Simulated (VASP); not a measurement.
# SiSnTeSe3 (P-6m2) in VASP: notebook, part 2 of 2

VASP 6.6.1. Earlier steps stand in the parts before.

## (4) Relaxation of cell and atoms, PBE

This run uses another cell than the first one, of 39.12 Å³/atom.

INCAR

```
SYSTEM = SiSnTeSe3
  PREC = Accurate
  ENCUT = 600
  EDIFF = 1E-7
  ISMEAR = 0
  SIGMA = 0.1
  LREAL = .FALSE.
  LASPH = .TRUE.
  NELM = 60
  ALGO = Fast
  ISIF = 3
  LWAVE = .FALSE.
  LCHARG = .FALSE.
  GGA = PE
  IBRION = 2
  NSW = 100
  EDIFFG = -0.01
```

KPOINTS

```
regular mesh
0
G
  6 6 8
  0 0 0
```

POSCAR

```
SiSnTeSe3
1.0
    7.2910118581      0.0000000000      0.0000000000
   -3.6455059290      6.3142014884      0.0000000000
    0.0000000000      0.0000000000      5.0986296998
Si Sn Te Se
1 1 1 3
Direct
    0.0000000000      0.0000000000      0.0000000000
    0.3333333333      0.6666666667      0.5000000000
    0.0000000000      0.0000000000      0.5000000000
    0.5358967032      0.4641032968      0.5000000000
    0.5358967032      0.0717934063      0.5000000000
    0.9282065937      0.4641032968      0.5000000000
```

Potentials or basis: VASP PAW PBE potentials, release 64 (Si, Sn_d, Te, Se).

Command:

```
$ cat potpaw_PBE.64/Si/POTCAR potpaw_PBE.64/Sn_d/POTCAR potpaw_PBE.64/Te/POTCAR potpaw_PBE.64/Se/POTCAR > POTCAR
$ mpirun -np 1 vasp_std > vasp.out
```

OUTCAR:

```text
SYSTEM = SiSnTeSe3
   PREC = Accurate
   ENCUT = 600
   EDIFF = 1E-7
   ISMEAR = 0
   LREAL = .FALSE.
   LASPH = .TRUE.
   NELM = 60
   ISIF = 3
   GGA = PE
   IBRION = 2
   NSW = 100
   EDIFFG = -0.01

 ion  position               nearest neighbor table
   1  0.000  0.000  0.000-   3 2.55   3 2.55
   2  0.333  0.667  0.500-   5 2.56   6 2.56   4 2.56
   3  0.000  0.000  0.500-   1 2.55   1 2.55
   4  0.536  0.464  0.500-   2 2.56
   5  0.536  0.072  0.500-   2 2.56
   6  0.928  0.464  0.500-   2 2.56

  LATTYP: Found a hexagonal cell.
 ALAT       =     7.2910118581
 C/A-ratio  =     0.6993034436

  Lattice vectors:
[... 390 lines left out ...]
--------------------------------------- Ionic step       12  -------------------------------------------

 number of electron      41.9999997 magnetization

 Free energy of the ion-electron system (eV)
  ---------------------------------------------------
  ext. energy  EPLUGINS =         0.00000000
  ---------------------------------------------------
  free energy    TOTEN  =       -19.21078670 eV

  energy without entropy =      -19.18566064  energy(sigma->0) =      -19.19822367

 E-fermi :   1.3160     XC(G=0):  -7.3314

 val. band max:        1.3126630941   @ k =   0.3333   0.1667   0.0000
 cond. band min:       1.3241444291   @ k =   0.3333   0.1667   0.1250
 fundamental gap:      0.0114813350
 Fermi energy:         1.3159621849

 k-point     1 :       0.0000    0.0000    0.0000
  band No.  band energies     occupation
      1     -20.2670      2.00000
      2     -20.1755      2.00000
      3     -20.1755      2.00000
      4     -20.1307      2.00000
      5     -20.1307      2.00000
      6     -12.0367      2.00000
[... 661 lines left out ...]
     24       2.0299      0.00000
     25       3.0323      0.00000

 [... further k-points ...]
[... 5 lines left out ...]
  --------------------------------------------------------------------------------------
  -------------------------------------------------------------------------------------
  Total       -0.0164142     -0.0164142      0.0234643     -0.0000000      0.0000000      0.0000000
  in kB       -0.1085980     -0.1085980      0.1552426     -0.0000000      0.0000000      0.0000000
  external PRESSURE =      -0.0206511 kB  Pullay stress =       0.0000000 kB
[... 21 lines left out ...]
  FREE ENERGIE OF THE ION-ELECTRON SYSTEM (eV)
  ---------------------------------------------------
  free  energy   TOTEN  =       -19.2107866991 eV

  energy  without entropy=      -19.1856606425  energy(sigma->0) =      -19.19822367

 reached required accuracy - stopping structural energy minimisation
```

It took 54 min on 1 thread of Oxide Virtual Turin-like, shared host; peak memory 0.61 GiB.

Results:

| Item | Value |
| --- | --- |
| Free energy | -19.2108 eV |
| Relaxed volume | 40.36 Å³/atom |
| Relaxed cell | a = 7.292 Å, b = 7.292 Å, c = 5.259 Å, α = 90.00°, β = 90.00°, γ = 120.00° |
| Space group after relaxing (to 0.1 Å) | P-6m2 (No. 187) |
| Energy gained by relaxing | 6.5 meV/atom |
| Ionic steps | 12 |
| Pressure after relaxing | 0.0 GPa |
| Largest force after relaxing | 0.004 eV/Å |
| Band gap on the k mesh | zero (bands 21 and 22 overlap by 0.43 eV) |

Forces on the atoms (eV/Å):
```
Si   0.000  0.000  0.000
Sn   0.000  0.000  0.000
Te   0.000  0.000  0.000
Se  -0.003  0.002  0.000
Se   0.000 -0.004  0.000
Se   0.003  0.002  0.000
```

The path:
```csv
step,energy change (eV),largest force (eV/Å),pressure (GPa),volume (Å³)
1,0.0000,0.0586,0.43,234.73
2,-0.0225,0.0485,0.28,238.26
3,-0.0122,0.0451,-0.69,248.91
4,-0.0378,0.0450,-0.09,242.50
5,-0.0380,0.0448,-0.14,243.04
6,-0.0380,0.0449,-0.13,242.88
7,-0.0387,0.0162,0.04,241.74
8,-0.0388,0.0243,0.00,242.05
9,-0.0389,0.0174,0.01,241.95
10,-0.0390,0.0111,0.03,241.86
11,-0.0390,0.0083,0.03,241.82
12,-0.0391,0.0037,0.00,242.16
```

Final structure:
```
Si Sn Te Se
1.0
     7.29164    0.00000    0.00000
    -3.64582    6.31474    0.00000
     0.00000    0.00000    5.25929
Si Sn Te Se
1 1 1 3
Direct
  0.00000 0.00000 0.00000
  0.33333 0.66667 0.50000
  0.00000 0.00000 0.50000
  0.53478 0.46522 0.50000
  0.53478 0.06957 0.50000
  0.93043 0.46522 0.50000
```

Caveat: semilocal functionals underestimate gaps, and a narrow one can read as zero; spin-orbit coupling is left out, which moves the levels of the heavy elements.

## (5) Summary

| task | cell | k mesh | cutoff (eV) | gap on the mesh (eV) | pressure (GPa) | relaxed volume (Å³/atom) |
| --- | --- | --- | --- | --- | --- | --- |
| relaxation of cell and atoms | relaxed from a = 6.398, b = 6.398, c = 4.456 Å, angles 90.0, 90.0, 120.0°, 6 atoms, atomic positions A | 3 × 3 × 4 | 600 | none | 0.0 | 39.24 |
| single point | a = 7.292, b = 7.292, c = 5.261 Å, angles 90.0, 90.0, 120.0°, 6 atoms, atomic positions B | 6 × 6 × 8 | 520 | none | 0.0 | - |
| relaxation of cell and atoms | relaxed from a = 7.291, b = 7.291, c = 5.099 Å, angles 90.0, 90.0, 120.0°, 6 atoms, atomic positions C | 6 × 6 × 8 | 600 | none | 0.0 | 40.36 |

Alike in all rows: level PBE; potentials or basis VASP PAW PBE potentials, release 64 (Si, Sn_d, Te, Se); no spin polarisation; smearing gaussian 0.1 eV.

Caveats: some runs use coarse meshes; semilocal functionals underestimate gaps, and a narrow one can read as zero; spin-orbit coupling is left out, which moves the levels of the heavy elements; the volume moved by over 15 % at a fixed basis, so the end points are rough (at least some runs).

Total energies depend on the potentials used, so only differences within one code and one set of settings carry meaning.

The gap in the log of VASP goes by the Fermi energy; the results here count the filled bands.